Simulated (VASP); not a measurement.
# CuO (P4/nmm) in VASP: notebook

Aim: see how the results for CuO move with the level of theory and the settings. Levels: PBE, RPBE, PBEsol, PBE+U. Tasks: single point.

Program: VASP 6.6.1. These are calculated values, not measurements. Logs are shortened: lines on timing, memory, paths and dates and some standing lists are left out, and cuts for length are marked.

**1. The cell of the first run**

The structure is tetragonal, space group P4/nmm (No. 129). The conventional cell has a = 3.133 Å, b = 3.133 Å, c = 4.587 Å, α = 90.00°, β = 90.00°, γ = 90.00°. Within 2.6 Å of Cu (site symmetry -4m2) lie 4 O at 1.99 Å and 4 Cu at 2.22 Å. Within 2.6 Å of O (site symmetry 4mm) lie 4 Cu at 1.99 Å.

**2. Single point, PBE**

INCAR

```
SYSTEM = CuO
  PREC = Accurate
  ENCUT = 1340
  EDIFF = 1E-6
  ISMEAR = -1
  SIGMA = 0.05
  LREAL = .False.
  LASPH = .True.
  NELM = 120
  ALGO = Normal
  ISIF = 2
  LWAVE = .False.
  LCHARG = .True.
  GGA = PE
  LELF = .True.
  LVHAR = .True.
  NBANDS = 33
  GGA_COMPAT = .False.
```

KPOINTS

```
Automatic mesh
0
Gamma
  8 8 6
  0 0 0
```

POSCAR

```
CuO
1.0
    3.1325781376      0.0000000000      0.0000000000
    0.0000000000      3.1325781376      0.0000000000
    0.0000000000      0.0000000000      4.5866926551
Cu O
2 2
Direct
    0.0000000000      0.0000000000      0.0000000000
    0.5000000000      0.5000000000      0.0000000000
    0.5000000000      0.0000000000      0.2670000000
    0.0000000000      0.5000000000      0.7330000000
```

Potentials or basis: VASP PAW PBE potentials, release 64 (Cu_sv_GW, O_h).

Started as:

```console
cat potpaw_PBE.64/Cu_sv_GW/POTCAR potpaw_PBE.64/O_h/POTCAR > POTCAR
mpirun -np 1 vasp_std > vasp.out
```

OUTCAR:

```text
SYSTEM = CuO
   PREC = Accurate
   ENCUT = 1340
   EDIFF = 1E-6
   ISMEAR = -1
   LREAL = .False.
   LASPH = .True.
   NELM = 120
   ISIF = 2
   GGA = PE

 ion  position               nearest neighbor table
   1  0.000  0.000  0.000-   3 1.99   4 1.99   4 1.99   3 1.99   2 2.22   2 2.22   2 2.22   2 2.22

   2  0.500  0.500  0.000-   3 1.99   4 1.99   3 1.99   4 1.99   1 2.22   1 2.22   1 2.22   1 2.22

   3  0.500  0.000  0.267-   1 1.99   2 1.99   2 1.99   1 1.99
   4  0.000  0.500  0.733-   1 1.99   2 1.99   1 1.99   2 1.99

  LATTYP: Found a simple tetragonal cell.
 ALAT       =     3.1325781376
 C/A-ratio  =     1.4641909806

  Lattice vectors:

 A1 = (   3.1325781376,   0.0000000000,   0.0000000000)
 A2 = (   0.0000000000,   3.1325781376,   0.0000000000)
 A3 = (   0.0000000000,   0.0000000000,   4.5866926551)

Analysis of symmetry for initial positions (statically):
=====================================================================
 Subroutine PRICEL returns:
 Original cell was already a primitive cell.

 Routine SETGRP: Setting up the symmetry group for a
 simple tetragonal supercell.

 Subroutine GETGRP returns: Found 16 space group operations
 (whereof  8 operations were pure point group operations)
 out of a pool of 16 trial point group operations.

The static configuration has the point symmetry D_2d.
 The point group associated with its full space group is D_4h.

Analysis of symmetry for dynamics (positions and initial velocities):
=====================================================================
 Subroutine PRICEL returns:
 Original cell was already a primitive cell.

 Routine SETGRP: Setting up the symmetry group for a
 simple tetragonal supercell.

 Subroutine GETGRP returns: Found 16 space group operations
 (whereof  8 operations were pure point group operations)
 out of a pool of 16 trial point group operations.

The dynamic configuration has the point symmetry D_2d.
 The point group associated with its full space group is D_4h.

 Subroutine INISYM returns: Found 16 space group operations
 (whereof  8 operations are pure point group operations),
 and found     1 'primitive' translations

----------------------------------------------------------------------------------------

                                     Primitive cell

  volume of cell :      45.0094

  direct lattice vectors                    reciprocal lattice vectors
     3.132578138  0.000000000  0.000000000     0.319225876  0.000000000  0.000000000
     0.000000000  3.132578138  0.000000000     0.000000000  0.319225876  0.000000000
[... 78 lines left out ...]
   NGXF,Y,Z  is equivalent  to a cutoff of  42.46, 42.46, 40.59 a.u.
 SYSTEM =  CuO
   PREC   = accura    normal or accurate (medium, high low for compatibility)
   ISTART =      0    job   : 0-new  1-cont  2-samecut
   ICHARG =      2    charge: 1-file 2-atom 10-const
   ISPIN  =      1    spin polarized calculation?
   LNONCOLLINEAR =      F non collinear calculations
   LSORBIT =      F    spin-orbit coupling
   LASPH  =      T    aspherical Exc in radial PAW
   ENCUT  = 1340.0 eV  98.49 Ry    9.92 a.u.   9.35  9.35 13.69*2*pi/ulx,y,z
   NELM   =    120;   NELMIN=  2; NELMDL= -5     # of ELM steps
   EDIFF  = 0.1E-05   stopping-criterion for ELM
   LREAL  =      F    real-space projection
[... 7 lines left out ...]
   TEBEG  =    0.0;   TEEND  =   0.0 temperature during run
   PSTRESS=    0.0 pullay stress
   NELECT =      50.0000    total number of electrons
   NUPDOWN=      -1.0000    fix difference up-down
   EMIN   =  10.00;   EMAX   =-10.00  energy-range for DOS
   EFERMI =   0.00;   METHOD = LEGACY
   ISMEAR =    -1;   SIGMA  =   0.05  broadening in eV -4-tet -1-fermi 0-gaus
   EFERMI_NEDOS =   21; number of points for ismear=-14 and -15
   IALGO  =     38    algorithm
   IMIX   =      4    mixing-type and parameters
     AMIX     =   0.40;   BMIX     =  1.00
     AMIX_MAG =   1.60;   BMIX_MAG =  1.00
  volume/ion in A,a.u.               =      11.25        75.93
  Fermi-wavevector in a.u.,A,eV,Ry     =   1.695497  3.204025 39.112802  2.874710
  Thomas-Fermi vector in A             =   2.776530
   LORBIT       =      0    0 simple, 1 ext, 2 COOP (PROOUT), +10 PAW based schemes
   GGA     = PE    functional components
   LHFCALC =     F    Hartree Fock is set to
   AEXX    =    0.0000 exact exchange contribution
   IVDW    =     0    specifies the selected vdW correction
   LEPSILON=     F    determine dielectric tensor
   LRPA    =     F    only Hartree local field effects (RPA)
 non-spin polarized calculation
  energy-cutoff  :     1340.00
  volume of cell :       45.01
 maximum number of plane-waves:      5040
 NGX is ok and might be reduce to    40
   NGX = 19   NGY = 19   NGZ = 27

 number of electron      49.9999998 magnetization

 Free energy of the ion-electron system (eV)
  ---------------------------------------------------
  ext. energy  EPLUGINS =         0.00000000
  ---------------------------------------------------
  free energy    TOTEN  =       -16.06703686 eV

  energy without entropy =      -16.01196689  energy(sigma->0) =      -16.03950187

 E-fermi :   3.9162     XC(G=0): -11.2873

 val. band max:        3.9063715610   @ k =   0.5000   0.0000   0.0000
 cond. band min:       3.9171246258   @ k =   0.5000   0.0000   0.1667
 fundamental gap:      0.0107530648
 Fermi energy:         3.9162060635

 k-point     1 :       0.0000    0.0000    0.0000
  band No.  band energies     occupation
      1    -108.7173      2.00000
      2    -108.6516      2.00000
      3     -66.2088      2.00000
      4     -66.2088      2.00000
      5     -66.0878      2.00000
      6     -66.0325      2.00000
[... 853 lines left out ...]
     32      17.2864      0.00000
     33      18.7112      0.00000

 [... further k-points ...]
[... 5 lines left out ...]
  --------------------------------------------------------------------------------------
  -------------------------------------------------------------------------------------
  Total       11.0699044     11.0699044     -1.0236963      0.0000000      0.0000000     -0.0000000
  in kB      394.0496886    394.0496886    -36.4399897      0.0000000      0.0000000     -0.0000000
  external PRESSURE =     250.5531291 kB  Pullay stress =       0.0000000 kB

 VOLUME and BASIS-vectors are now :
 -----------------------------------------------------------------------------
  energy-cutoff  :     1340.00
  volume of cell :       45.01
      direct lattice vectors                 reciprocal lattice vectors
     3.132578138  0.000000000  0.000000000     0.319225876  0.000000000  0.000000000
     0.000000000  3.132578138  0.000000000     0.000000000  0.319225876  0.000000000
     0.000000000  0.000000000  4.586692655     0.000000000  0.000000000  0.218022020

 POSITION                                       TOTAL-FORCE (eV/Angst)
 -----------------------------------------------------------------------------------
      0.00000      0.00000      0.00000         0.000000      0.000000      0.000000
      1.56629      1.56629      0.00000         0.000000     -0.000000      0.000000
      1.56629      0.00000      1.22465         0.000000     -0.000000     -0.370738
      0.00000      1.56629      3.36205         0.000000      0.000000      0.370738
 -----------------------------------------------------------------------------------
    total drift:                               -0.000000     -0.000000     -0.000000

  FREE ENERGIE OF THE ION-ELECTRON SYSTEM (eV)
  ---------------------------------------------------
  free  energy   TOTEN  =       -16.0670368553 eV

  energy  without entropy=      -16.0119668866  energy(sigma->0) =      -16.03950187
```

OSZICAR:

```text
N       E                     dE             d eps       ncg     rms          rms(c)
DAV:   1     0.129665634297E+04    0.12967E+04   -0.48794E+04  5941   0.834E+03
DAV:   2     0.150415547909E+03   -0.11462E+04   -0.11014E+04  6738   0.150E+03
DAV:   3    -0.121506939681E+02   -0.16257E+03   -0.15607E+03  7721   0.625E+02
DAV:   4    -0.223202552419E+02   -0.10170E+02   -0.99457E+01  6786   0.183E+02
DAV:   5    -0.227181574188E+02   -0.39790E+00   -0.39417E+00  7199   0.316E+01    0.195E+01
DAV:   6    -0.241776793106E+02   -0.14595E+01   -0.56685E+01  6976   0.446E+02    0.209E+01
DAV:   7    -0.159438310779E+02    0.82338E+01   -0.21347E+01  6520   0.316E+02    0.525E+00
DAV:   8    -0.160891066730E+02   -0.14528E+00   -0.25641E+00  7552   0.217E+01    0.280E+00
DAV:   9    -0.160665814675E+02    0.22525E-01   -0.70914E-02  7632   0.117E+01    0.574E-01
DAV:  10    -0.160670616322E+02   -0.48016E-03   -0.57454E-03  6712   0.154E+00    0.155E-01
DAV:  11    -0.160670980510E+02   -0.36419E-04   -0.69877E-04  7616   0.139E+00    0.872E-02
DAV:  12    -0.160670308043E+02    0.67247E-04   -0.20006E-04  7272   0.855E-01    0.178E-02
DAV:  13    -0.160670366217E+02   -0.58174E-05   -0.36268E-05  5903   0.141E-01    0.120E-02
DAV:  14    -0.160670368553E+02   -0.23354E-06   -0.49984E-06  4704   0.178E-01
   1 F= -.16067037E+02 E0= -.16039502E+02  d E =-.550700E-01
```

Run time: 4.2 min. Hardware: 1 thread of Intel Xeon 6975P-C (Granite Rapids), shared host; peak memory 0.52 GiB.

What came out:

```
Free energy            : -16.0670 eV
Pressure               : 25.1 GPa
Largest force          : 0.371 eV/Å
Band gap on the k mesh : zero (bands 25 and 26 overlap by 0.86 eV)
```

Forces on the atoms (eV/Å):
```
Cu   0.000  0.000  0.000
Cu   0.000  0.000  0.000
O    0.000  0.000 -0.371
O    0.000  0.000  0.371
```

Caveat: the stress differs along the axes, from -4 to 39 GPa; semilocal functionals often make such compounds metallic where correlation or magnetic order opens a gap, which also shifts bond lengths. With open d or f shells a metallic result of PBE can be an artefact of self-interaction; +U or a hybrid may open a gap.

**3. Single point, RPBE**

This run uses another cell than the first one, of 11.72 Å³/atom.

INCAR

```
SYSTEM = CuO
PREC = Accurate
ENCUT = 820
EDIFF = 1E-6
ISMEAR = -1
SIGMA = 0.05
LREAL = .False.
LASPH = .True.
NELM = 120
ALGO = Normal
ISIF = 2
LWAVE = .False.
LCHARG = .False.
GGA = RP
NBANDS = 33
GGA_COMPAT = .False.
```

KPOINTS is that of step 2.

POSCAR

```
CuO
1.0
    3.1754955000      0.0000000000      0.0000000000
    0.0000000000      3.1754955000      0.0000000000
    0.0000000000      0.0000000000      4.6495318700
Cu O
2 2
Direct
    0.0000000000      0.0000000000      0.0000000000
    0.5000000000      0.5000000000      0.0000000000
    0.5000000000      0.0000000000      0.2670000000
    0.0000000000      0.5000000000      0.7330000000
```

Potentials or basis: VASP PAW PBE potentials, release 64 (Cu_sv_GW, O).

Started as:

```console
cat potpaw_PBE.64/Cu_sv_GW/POTCAR potpaw_PBE.64/O/POTCAR > POTCAR
mpirun -np 1 vasp_std > vasp.out
```

It took 2.9 min on 1 thread of Intel Xeon Platinum 8488C (Sapphire Rapids), shared host; peak memory 0.32 GiB.

The run converged. Its results:

```
Free energy            : -14.6006 eV
Pressure               : 21.1 GPa
Largest force          : 0.663 eV/Å
Band gap on the k mesh : zero (bands 25 and 26 overlap by 0.83 eV)
```

Forces on the atoms (eV/Å):
```
Cu   0.000  0.000  0.000
Cu   0.000  0.000  0.000
O    0.000  0.000 -0.663
O    0.000  0.000  0.663
```

Stress tensor (GPa, compression positive):
```
33.94  0.00  0.00
 0.00 33.94  0.00
 0.00  0.00 -4.56
```

Levels at points of the mesh, in eV from the Fermi level:
```
           k point  band 22  band 23  band 24  band 25  band 26  band 27  band 28  band 29
(0.00, 0.00, 0.00)    -1.07    -0.48    -0.33     0.43     0.43     1.21     6.58    10.95
(0.50, 0.00, 0.00)    -2.31    -0.24    -0.24    -0.01    -0.01     5.29     5.29    10.72
(0.50, 0.50, 0.00)    -1.63    -1.53    -1.53    -0.40    -0.40     5.64     5.64     9.31
(0.00, 0.00, 0.50)    -0.96    -0.74    -0.48     0.25     0.25     2.75     5.78    10.94
(0.50, 0.00, 0.50)    -2.34     0.03     0.03     0.09     0.09     5.12     5.12     9.90
(0.50, 0.50, 0.50)    -1.76    -1.63    -1.63    -0.29    -0.29     6.52     6.52     9.30
```

Caveat: the stress differs along the axes, from -5 to 34 GPa; the PAW data sets were made with another functional, which shifts forces and pressure a little; semilocal functionals often make such compounds metallic where correlation or magnetic order opens a gap, which also shifts bond lengths. With open d or f shells a metallic result of RPBE can be an artefact of self-interaction; +U or a hybrid may open a gap.

**4. Single point, PBEsol**

This run uses another cell than the first one, of 11.02 Å³/atom.

INCAR

```
SYSTEM = CuO
PREC     = Accurate       ! precision mode
ENCUT    = 820            ! plane-wave cutoff, eV
EDIFF    = 1E-6           ! SCF threshold, eV
ISMEAR   = -1             ! smearing method
SIGMA    = 0.05           ! smearing width, eV
LREAL    = .False.        ! projectors in reciprocal space
LASPH    = .True.         ! aspherical terms in the spheres
NELM     = 120            ! most SCF steps
ALGO     = Normal         ! electronic algorithm
ISIF     = 2              ! what is computed and relaxed
LWAVE    = .False.        ! write WAVECAR
LCHARG   = .False.        ! write CHGCAR
GGA      = PS             ! functional
NBANDS   = 33             ! bands
GGA_COMPAT= .False.
```

KPOINTS

```
regular mesh
0
Gamma
  8 8 6
  0 0 0
```

POSCAR

```
CuO
1.0
    3.1106712801      0.0000000000      0.0000000000
    0.0000000000      3.1106712801      0.0000000000
    0.0000000000      0.0000000000      4.5546168319
Cu O
2 2
Direct
    0.0000000000      0.0000000000      0.0000000000
    0.5000000000      0.5000000000      0.0000000000
    0.5000000000      0.0000000000      0.2670000000
    0.0000000000      0.5000000000      0.7330000000
```

Started as:

```console
cat potpaw_PBE.64/Cu_sv_GW/POTCAR potpaw_PBE.64/O/POTCAR > POTCAR
mpirun -np 1 vasp_std > vasp.out
```

Run time: 6.4 min. Hardware: 1 thread of AMD EPYC 7R43 (Zen 3), shared host; peak memory 0.28 GiB.

Results (log left out):

| Property | Result |
| --- | --- |
| Free energy | -17.8198 eV |
| Pressure | 21.5 GPa |
| Largest force | 0.491 eV/Å |
| Band gap on the k mesh | zero (bands 25 and 26 overlap by 0.88 eV) |

Forces on the atoms (eV/Å):
```
Cu   0.000  0.000  0.000
Cu   0.000  0.000  0.000
O    0.000  0.000 -0.491
O    0.000  0.000  0.491
```

Stress tensor (GPa, compression positive):
```
36.03  0.00  0.00
 0.00 36.03  0.00
 0.00  0.00 -7.48
```

Levels at points of the mesh, in eV from the Fermi level:
```csv
k point,band 22,band 23,band 24,band 25,band 26,band 27,band 28,band 29
"(0.00, 0.00, 0.00)",-1.17,-0.49,-0.39,0.47,0.47,1.08,6.47,11.26
"(0.50, 0.00, 0.00)",-2.49,-0.28,-0.28,-0.01,-0.01,5.49,5.49,10.75
"(0.50, 0.50, 0.00)",-1.77,-1.69,-1.69,-0.41,-0.41,5.63,5.63,9.78
"(0.00, 0.00, 0.50)",-1.05,-0.87,-0.49,0.27,0.27,2.78,5.67,11.26
"(0.50, 0.00, 0.50)",-2.54,0.03,0.03,0.11,0.11,5.29,5.29,9.82
"(0.50, 0.50, 0.50)",-1.95,-1.77,-1.77,-0.28,-0.28,6.65,6.65,9.78
```

Caveat: the stress differs along the axes, from -7 to 36 GPa; the PAW data sets were made with another functional, which shifts forces and pressure a little; semilocal functionals often make such compounds metallic where correlation or magnetic order opens a gap, which also shifts bond lengths. With open d or f shells a metallic result of PBEsol can be an artefact of self-interaction; +U or a hybrid may open a gap.

(Part 1 of 2 ends here.)

The gap in the log of VASP goes by the Fermi energy; the results here count the filled bands.